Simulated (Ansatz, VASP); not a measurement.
**ScSbSe3 in VASP and in Ansatz**

Contents of INCAR:

```
PREC = Accurate ; ENCUT = 520
EDIFF = 1E-6 ; ISMEAR = 0
SIGMA = 0.1 ; LREAL = False
LASPH = True ; NELM = 100
ALGO = Normal ; ISIF = 2
LWAVE = False ; LCHARG = False
GGA = PS ; NBANDS = 25
```

Contents of KPOINTS:

```
regular mesh
0
Gamma
  8 8 8
```

File POSCAR:

```
ScSbSe3
1.0
    5.1269410185      0.0000000000      0.0000000000
    0.0000000000      5.1269410185      0.0000000000
    0.0000000000      0.0000000000      5.1269410185
Sc Sb Se
1 1 3
Direct
    0.5000000000      0.5000000000      0.5000000000
    0.0000000000      0.0000000000      0.0000000000
    0.0000000000      0.5000000000      0.5000000000
    0.5000000000      0.0000000000      0.5000000000
    0.5000000000      0.5000000000      0.0000000000
```

Input for Ansatz:

```yaml
crystal:
  lattice:
    - [5.1269410185, 0.0, 0.0]
    - [0.0, 5.1269410185, 0.0]
    - [0.0, 0.0, 5.1269410185]
  atoms:
    - { symbol: Sc, position: [0.5, 0.5, 0.5] }
    - { symbol: Sb, position: [0.0, 0.0, 0.0] }
    - { symbol: Se, position: [0.0, 0.5, 0.5] }
    - { symbol: Se, position: [0.5, 0.0, 0.5] }
    - { symbol: Se, position: [0.5, 0.5, 0.0] }
basis:
  xc_grid: 4
kpoints:
  mp_grid: { grid: [8, 8, 8] }
hamiltonian:
  xc: pbesol
scf:
  occupations: { method: gaussian, width: 0.1 }
output:
  forces: true
  eigenvalues: true
  stress: true
```

Alike in both runs: task single point; functional PBEsol; k mesh 8 × 8 × 8; occupations gaussian, width 0.1 eV; no spin polarisation.

|  | VASP | Ansatz |
| --- | --- | --- |
| version | VASP 6.6.1 | Ansatz 0.2.0 |
| potentials or method | VASP PAW PBE potentials, release 64 (Sc_sv, Sb, Se) | scalar-relativistic, plane waves, PAW |
| plane-wave cutoff (eV) | 520 | 420 |
| valence electrons in the cell | 34 | 74 |

Ansatz gave:

```
gap on the k mesh at the Fermi level (eV) : none
pressure (GPa)                            : -2.8
```

**Question.** Estimate VASP's values.

**Answer.** gap on the k mesh at the Fermi level (eV): none; pressure (GPa): -2.6.

VASP's potentials were made for PBE, not for PBEsol. A gap of «none» marks a metal or a gap that the smearing closes. VASP's potentials hold 34 valence electrons a cell and Ansatz's 74, so a difference there can come from the potentials and not from the codes.

Spin-orbit coupling is off throughout.
